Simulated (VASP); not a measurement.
# Al (Fm-3m) in VASP: settings compared, part 2 of 2

VASP 6.6.1. Earlier steps stand in the parts before.

## Step 3: Single point, PBE

INCAR

```
ALGO = Normal
EDIFF = 1E-7
ENCUT = 520
GGA = PE
ISIF = 2
ISMEAR = -1
LASPH = True
LCHARG = True
LELF = True
LREAL = False
LVHAR = True
LWAVE = False
NBANDS = 8
NELM = 60
PREC = Accurate
SIGMA = 0.04
```

KPOINTS

```
k-points
0
Gamma
  7 7 7
```

POSCAR

```
Al
1.0
    0.0000000000      2.0248050000      2.0248050000
    2.0248050000      0.0000000000      2.0248050000
    2.0248050000      2.0248050000      0.0000000000
Al
1
Direct
    0.0000000000      0.0000000000      0.0000000000
```

Potentials or basis: VASP PAW PBE potentials, release 64 (Al).

On the command line:

```bash
$ cat potpaw_PBE.64/Al/POTCAR > POTCAR
$ mpirun -np 1 vasp_std > vasp.out
```

OUTCAR:

```text
EDIFF = 1E-7
   ENCUT = 520
   GGA = PE
   ISIF = 2
   ISMEAR = -1
   LASPH = True
   LREAL = False
   NELM = 60
   PREC = Accurate

 ion  position               nearest neighbor table
   1  0.000  0.000  0.000-

  LATTYP: Found a face centered cubic cell.
 ALAT       =     4.0496100000

  Lattice vectors:

 A1 = (   0.0000000000,   2.0248050000,   2.0248050000)
 A2 = (   2.0248050000,   0.0000000000,   2.0248050000)
 A3 = (   2.0248050000,   2.0248050000,   0.0000000000)

Analysis of symmetry for initial positions (statically):
=====================================================================
 Subroutine PRICEL returns:
 Original cell was already a primitive cell.

 Routine SETGRP: Setting up the symmetry group for a
 face centered cubic supercell.

 Subroutine GETGRP returns: Found 48 space group operations
[... 9 lines left out ...]

 Routine SETGRP: Setting up the symmetry group for a
 face centered cubic supercell.

 Subroutine GETGRP returns: Found 48 space group operations
 (whereof 48 operations were pure point group operations)
 out of a pool of 48 trial point group operations.

The dynamic configuration has the point symmetry O_h .

 Subroutine INISYM returns: Found 48 space group operations
 (whereof 48 operations are pure point group operations),
 and found     1 'primitive' translations

----------------------------------------------------------------------------------------

                                     Primitive cell

  volume of cell :      16.6027

  direct lattice vectors                    reciprocal lattice vectors
     0.000000000  2.024805000  2.024805000    -0.246937359  0.246937359  0.246937359
     2.024805000  0.000000000  2.024805000     0.246937359 -0.246937359  0.246937359
     2.024805000  2.024805000  0.000000000     0.246937359  0.246937359 -0.246937359

  length of vectors
     2.863506692  2.863506692  2.863506692     0.427708053  0.427708053  0.427708053

  position of ions in fractional coordinates (direct lattice)
     0.000000000  0.000000000  0.000000000

  ion indices of the primitive-cell ions
   primitive index   ion index
                 1           1

----------------------------------------------------------------------------------------

 KPOINTS: k-points

Automatic generation of k-mesh.
 Grid dimensions read from file:
 generate k-points for:    7    7    7

 Generating k-lattice:

  Cartesian coordinates                     Fractional coordinates (reciprocal lattice)
    -0.035276766  0.035276766  0.035276766     0.142857143  0.000000000  0.000000000
     0.035276766 -0.035276766  0.035276766     0.000000000  0.142857143  0.000000000
     0.035276766  0.035276766 -0.035276766     0.000000000  0.000000000  0.142857143

  Length of vectors
     0.061101150  0.061101150  0.061101150

  Shift w.r.t. Gamma in fractional coordinates (k-lattice)
     0.000000000  0.000000000  0.000000000

 Subroutine IBZKPT returns following result:
 ===========================================

 Found     20 irreducible k-points:

 Following reciprocal coordinates:
            Coordinates               Weight
  0.000000  0.000000  0.000000      1.000000
  0.142857  0.000000  0.000000      8.000000
  0.285714  0.000000  0.000000      8.000000
  0.428571  0.000000  0.000000      8.000000
  0.142857  0.142857  0.000000      6.000000
  0.285714  0.142857  0.000000     24.000000
[... 12 lines left out ...]
 -0.428571  0.428571  0.142857     24.000000
 -0.285714  0.428571  0.142857     24.000000
   k-points           NKPTS =     20   k-points in BZ     NKDIM =     20   number of bands    NBANDS=      8
   number of dos      NEDOS =    301   number of ions     NIONS =      1
   total plane-waves  NPLWV =  13824
   dimension x,y,z NGX =    24 NGY =   24 NGZ =   24
   dimension x,y,z NGXF=    48 NGYF=   48 NGZF=   48
   ions per type =               1
   NGX,Y,Z   is equivalent  to a cutoff of  13.93, 13.93, 13.93 a.u.
   NGXF,Y,Z  is equivalent  to a cutoff of  27.87, 27.87, 27.87 a.u.
 SYSTEM =  unknown system
   PREC   = accura    normal or accurate (medium, high low for compatibility)
   ISTART =      0    job   : 0-new  1-cont  2-samecut
   ICHARG =      2    charge: 1-file 2-atom 10-const
   ISPIN  =      1    spin polarized calculation?
   LNONCOLLINEAR =      F non collinear calculations
   LSORBIT =      F    spin-orbit coupling
   LASPH  =      T    aspherical Exc in radial PAW
   ENCUT  =  520.0 eV  38.22 Ry    6.18 a.u.   5.32  5.32  5.32*2*pi/ulx,y,z
   NELM   =     60;   NELMIN=  2; NELMDL= -5     # of ELM steps
   EDIFF  = 0.1E-06   stopping-criterion for ELM
   LREAL  =      F    real-space projection
   EDIFFG = 0.1E-05   stopping-criterion for IOM
   NSW    =      0    number of steps for IOM
   IBRION =     -1    ionic relax: 0-MD 1-quasi-New 2-CG
   NFREE  =      0    steps in history (QN), initial steepest desc. (CG)
   ISIF   =      2    stress and relaxation
   ISYM   =      2    0-nonsym 1-usesym 2-fastsym
   POTIM  = 0.5000    time-step for ionic-motion
   TEBEG  =    0.0;   TEEND  =   0.0 temperature during run
   PSTRESS=    0.0 pullay stress
   NELECT =       3.0000    total number of electrons
   NUPDOWN=      -1.0000    fix difference up-down
   EMIN   =  10.00;   EMAX   =-10.00  energy-range for DOS
   EFERMI =   0.00;   METHOD = LEGACY
   ISMEAR =    -1;   SIGMA  =   0.04  broadening in eV -4-tet -1-fermi 0-gaus
   EFERMI_NEDOS =   21; number of points for ismear=-14 and -15
   IALGO  =     38    algorithm
   IMIX   =      4    mixing-type and parameters
     AMIX     =   0.40;   BMIX     =  1.00
     AMIX_MAG =   1.60;   BMIX_MAG =  1.00
  volume/ion in A,a.u.               =      16.60       112.04
  Fermi-wavevector in a.u.,A,eV,Ry     =   0.925526  1.748991 11.654733  0.856599
  Thomas-Fermi vector in A             =   2.051390
   LORBIT       =      0    0 simple, 1 ext, 2 COOP (PROOUT), +10 PAW based schemes
   GGA     = PE    functional components
   LHFCALC =     F    Hartree Fock is set to
   AEXX    =    0.0000 exact exchange contribution
   IVDW    =     0    specifies the selected vdW correction
   LEPSILON=     F    determine dielectric tensor
   LRPA    =     F    only Hartree local field effects (RPA)
 non-spin polarized calculation
  energy-cutoff  :      520.00
  volume of cell :       16.60
 maximum number of plane-waves:       459
 NGX is ok and might be reduce to    24
   NGX = 11   NGY = 11   NGZ = 11

 number of electron       3.0000000 magnetization

 Free energy of the ion-electron system (eV)
  ---------------------------------------------------
  ext. energy  EPLUGINS =         0.00000000
  ---------------------------------------------------
  free energy    TOTEN  =        -3.79269917 eV

  energy without entropy =       -3.78898859  energy(sigma->0) =       -3.79084388

 E-fermi :   8.0617     XC(G=0): -10.1733

 val. band max:        7.3361588936   @ k =   0.4286   0.1429   0.0000
 cond. band min:       8.0731273794   @ k =  -0.2857   0.2857   0.0000
 fundamental gap:      0.7369684858
 Fermi energy:         8.0616621843

 k-point     1 :       0.0000    0.0000    0.0000
  band No.  band energies     occupation
      1      -3.1550      2.00000
      2      20.5217      0.00000
      3      20.5217      0.00000
      4      20.5217      0.00000
      5      21.9667      0.00000
      6      21.9667      0.00000
      7      21.9667      0.00000
      8      24.3595      0.00000

 k-point     2 :       0.1429    0.0000    0.0000
  band No.  band energies     occupation
      1      -2.6033      2.00000
      2      15.5038      0.00000
      3      19.4200      0.00000
      4      19.4200      0.00000
      5      22.5394      0.00000
      6      23.7672      0.00000
      7      23.7672      0.00000
      8      25.2731      0.00000
[... 177 lines left out ...]
 k-point    19 :      -0.4286    0.4286    0.1429
  band No.  band energies     occupation
      1       3.9990      2.00000
      2       9.0399      0.00000
      3       9.4310      0.00000
      4      10.9773      0.00000
      5      18.9575      0.00000
      6      20.8944      0.00000
      7      27.5920      0.00000
      8      31.4081      0.00000

 k-point    20 :      -0.2857    0.4286    0.1429
  band No.  band energies     occupation
      1       6.0690      2.00000
      2       6.7181      2.00000
      3       8.1504      0.19602
      4      11.2038      0.00000
      5      20.5795      0.00000
      6      24.9886      0.00000
      7      25.6297      0.00000
      8      27.2400      0.00000

------------------------ aborting loop because EDIFF is reached ----------------------------------------

  FORCE on cell =-STRESS in cart. coord.  units (eV):
  Direction    XX          YY          ZZ          XY          YZ          ZX
  --------------------------------------------------------------------------------------
  -------------------------------------------------------------------------------------
  Total       -0.1057528     -0.1057528     -0.1057528     -0.0000000     -0.0000000      0.0000000
  in kB      -10.2052319    -10.2052319    -10.2052319     -0.0000000     -0.0000000      0.0000000
  external PRESSURE =     -10.2052319 kB  Pullay stress =       0.0000000 kB

 VOLUME and BASIS-vectors are now :
 -----------------------------------------------------------------------------
  energy-cutoff  :      520.00
  volume of cell :       16.60
      direct lattice vectors                 reciprocal lattice vectors
     0.000000000  2.024805000  2.024805000    -0.246937359  0.246937359  0.246937359
     2.024805000  0.000000000  2.024805000     0.246937359 -0.246937359  0.246937359
     2.024805000  2.024805000  0.000000000     0.246937359  0.246937359 -0.246937359

 POSITION                                       TOTAL-FORCE (eV/Angst)
 -----------------------------------------------------------------------------------
      0.00000      0.00000      0.00000         0.000000      0.000000      0.000000
 -----------------------------------------------------------------------------------
    total drift:                               -0.000000      0.000000      0.000000

  FREE ENERGIE OF THE ION-ELECTRON SYSTEM (eV)
  ---------------------------------------------------
  free  energy   TOTEN  =        -3.7926991680 eV

  energy  without entropy=       -3.7889885938  energy(sigma->0) =       -3.79084388
```

It took 4 s on 1 thread of AMD EPYC 7R13 (Zen 3), shared host; peak memory 0.09 GiB.

Results:

- Free energy: -3.7927 eV
- Pressure: -1.0 GPa

Levels at points of the mesh, in eV from the Fermi level:
```csv
k point,band 1,band 2,band 3,band 4,band 5,band 6
"(0.00, 0.00, 0.00)",-11.22,12.46,12.46,12.46,13.91,13.91
```

Caveat: the k points lie up to 0.38 Å⁻¹ apart.

## Step 4: Single point, PBEsol

INCAR

```
ALGO = Normal ; EDIFF = 1E-6
ENCUT = 520 ; GGA = PS
ISIF = 2 ; ISMEAR = -1
LASPH = True ; LCHARG = False
LREAL = False ; LWAVE = False
NBANDS = 8 ; NELM = 100
PREC = Accurate ; SIGMA = 0.1
```

KPOINTS

```
k-points
0
Gamma
  9 9 9
```

POSCAR is that of step 3.

On the command line:

```bash
$ cat potpaw_PBE.64/Al/POTCAR > POTCAR
$ mpirun -np 1 vasp_std > vasp.out
```

It took 4 s on 1 thread of Intel Xeon Platinum 8259CL at 2.50GHz (Skylake/Cascade Lake), shared host; peak memory 0.12 GiB.

The run converged. Its results:

```yaml
Free_energy: -4.0691 eV
Pressure: -1.7 GPa
```

Levels at points of the mesh, in eV from the Fermi level:
```
           k point  band 1  band 2  band 3  band 4
(0.00, 0.00, 0.00)  -11.06   12.59   12.59   12.59
```

Caveat: the PAW data sets were made with another functional, which shifts forces and pressure a little.

## Step 5: The runs side by side

```tsv
level	spin	k mesh	smearing	gap on the mesh (eV)	pressure (GPa)
RPBE	non-collinear, typed start	8 × 8 × 8	fermi-dirac 0.05 eV	none	0.9
PBE	off	7 × 7 × 7	fermi-dirac 0.04 eV	none	-1.0
PBEsol	off	9 × 9 × 9	fermi-dirac 0.1 eV	none	-1.7
```

Alike in all rows: task single point; potentials or basis VASP PAW PBE potentials, release 64 (Al); cell as given; cutoff (eV) 520.

Caveats: some runs use coarse meshes; the PAW data sets were made with another functional, which shifts forces and pressure a little (some runs).

Absolute energies hang on the potentials; compare differences alone.
